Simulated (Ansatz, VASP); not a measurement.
Te2Mo: VASP beside Ansatz

```xyz
3
Lattice="3.4544 0.0000 0.0000 -1.7272 2.9916 0.0000 0.0000 0.0000 16.9981" Properties=species:S:1:pos:R:3 pbc="T T T"
Te    0.0000    1.9944   15.1689
Te    0.0000    1.9944    1.8291
Mo    0.0000    0.0000    0.0000
```

Alike in both runs: task single point; functional r2SCAN; k mesh 12 × 12 × 2; occupations gaussian, width 0.02 eV; no spin polarisation.

```csv
,VASP,Ansatz
version,VASP 6.6.1,Ansatz 0.2.0
potentials or method,"VASP PAW PBE potentials, release 64 (Te, Mo_sv), cutoff 520 eV","scalar-relativistic, plane waves, PAW"
valence electrons in the cell,26,46
```

VASP gave:

```
gap on the k mesh at the Fermi level (eV) : 1.34
least direct gap on the mesh (eV)         : 1.40
rms of the force components (eV/Å)        : 0.012
```

Q: Which values does Ansatz return?

A: gap on the k mesh at the Fermi level (eV): 1.34; least direct gap on the mesh (eV): 1.40; rms of the force components (eV/Å): 0.000.

VASP's potentials were made for PBE, not for r2SCAN. Atom by atom the forces differ by 0.012 eV/Å (rms over components). With one functional, cell and mesh, what is left measures potentials, basis and numerics. VASP's potentials hold 26 valence electrons a cell and Ansatz's 46, so a difference there can come from the potentials and not from the codes.

Spin-orbit coupling is off throughout.
